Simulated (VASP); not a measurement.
Wanted: the native input for a VASP 6.6.1 run.

```
Task                   : single point
Functional             : LDA
Potentials or basis    : VASP PAW LDA potentials, release 64 (Ta_pv, As)
Cutoff                 : 520 eV
k mesh                 : 11 × 11 × 11
Occupations            : fermi-dirac, width 0.05 eV
Spin                   : no spin polarisation
Dipole correction      : no
Further INCAR settings : ALGO = Normal; EDIFF = 1e-06; NBANDS = 24
```

The structure of TaAs lies in POSCAR:

```
TaAs
1.0
   -1.7444713995      1.7444713995      5.9451601484
    1.7444713995     -1.7444713995      5.9451601484
    1.7444713995      1.7444713995     -5.9451601484
Ta As
2 2
Direct
    0.4999673000      0.4999673000      0.0000000000
    0.2499673000      0.7499673000      0.5000000000
    0.0826321200      0.0826321200      0.0000000000
    0.8326321200      0.3326321200      0.5000000000
```

This cell differs from its parent crystal: volume scaled by 1.04.

The input as run:

INCAR

```
SYSTEM = TaAs
PREC     = Accurate       ! precision mode
ENCUT    = 520            ! plane-wave cutoff, eV
EDIFF    = 1E-6           ! SCF threshold, eV
ISMEAR   = -1             ! smearing method
SIGMA    = 0.05           ! smearing width, eV
LREAL    = .FALSE.        ! projectors in reciprocal space
LASPH    = .TRUE.         ! aspherical terms in the spheres
NELM     = 100            ! most SCF steps
ALGO     = Normal         ! electronic algorithm
ISIF     = 2              ! what is computed and relaxed
LWAVE    = .FALSE.        ! write WAVECAR
LCHARG   = .TRUE.         ! write CHGCAR
GGA      = CA             ! functional
LELF     = .TRUE.         ! ELF
LVHAR    = .TRUE.       
NBANDS   = 24             ! bands
```

KPOINTS

```
Automatic mesh
0
G
  11 11 11
  0 0 0
```

Potentials or basis: VASP PAW LDA potentials, release 64 (Ta_pv, As).

Launch:

```bash
$ cat potpaw_LDA.64/Ta_pv/POTCAR potpaw_LDA.64/As/POTCAR > POTCAR
$ mpirun -np 1 vasp_std > vasp.out
```

It gave:

```
Pressure               : -12.7 GPa
Largest force          : 0.004 eV/Å
Band gap on the k mesh : zero (filled and empty bands touch)
```

Caveat: spin-orbit coupling is left out, which moves the levels of the heavy elements.

It took 7.2 min on 1 thread of AMD EPYC 7R43 64-Core Processor (Zen 3) (shared host), peak memory 0.36 GiB.
